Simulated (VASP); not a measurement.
Set up this calculation in VASP 6.6.1, as the native input.

* Task: single point
* Functional: PBE
* Potentials or basis: VASP PAW PBE potentials, release 64 (Pb_d, Se)
* Cutoff: 500 eV
* k mesh: 8 × 8 × 6
* Occupations: gaussian, width 0.02 eV
* Spin: no spin polarisation
* Dipole correction: no
* Further INCAR settings: ALGO = Normal; EDIFF = 1e-06; NBANDS = 28

The structure of PbSe lies in POSCAR:

```
PbSe
1.0
    2.0535111952     -5.9951974609      0.0000000000
    2.0535111952      5.9951974609      0.0000000000
    0.0000000000      0.0000000000      4.6960273003
Pb Se
2 2
Direct
    0.6289173075      0.3710826925      0.7500000000
    0.3710826925      0.6289173075      0.2500000000
    0.8549847966      0.1450152034      0.7500000000
    0.1450152034      0.8549847966      0.2500000000
```

This cell differs from its parent crystal: strained.

One way to write it, as run:

INCAR

```
SYSTEM = PbSe
PREC = Accurate
ENCUT = 500
EDIFF = 1E-6
ISMEAR = 0
SIGMA = 0.02
LREAL = .FALSE.
LASPH = .TRUE.
NELM = 120
ALGO = Normal
ISIF = 2
LWAVE = .FALSE.
LCHARG = .FALSE.
GGA = PE
NBANDS = 28
GGA_COMPAT = .FALSE.
```

KPOINTS

```
Automatic mesh
0
G
  8 8 6
  0 0 0
```

Potentials or basis: VASP PAW PBE potentials, release 64 (Pb_d, Se).

Run with:

```sh
$ cat potpaw_PBE.64/Pb_d/POTCAR potpaw_PBE.64/Se/POTCAR > POTCAR
$ mpirun -np 1 vasp_std > vasp.out
```

It gave:

* Pressure: 2.3 GPa
* Largest force: 0.742 eV/Å
* Band gap on the k mesh: 0.85 eV, indirect (least direct gap 1.10 eV)

Caveat: the cell differs from its parent crystal (strained); spin-orbit coupling is left out, which moves the levels of the heavy elements.

Wall time 7.7 min on 1 thread of Intel Xeon 8259CL (shared host), peak memory 0.43 GiB.
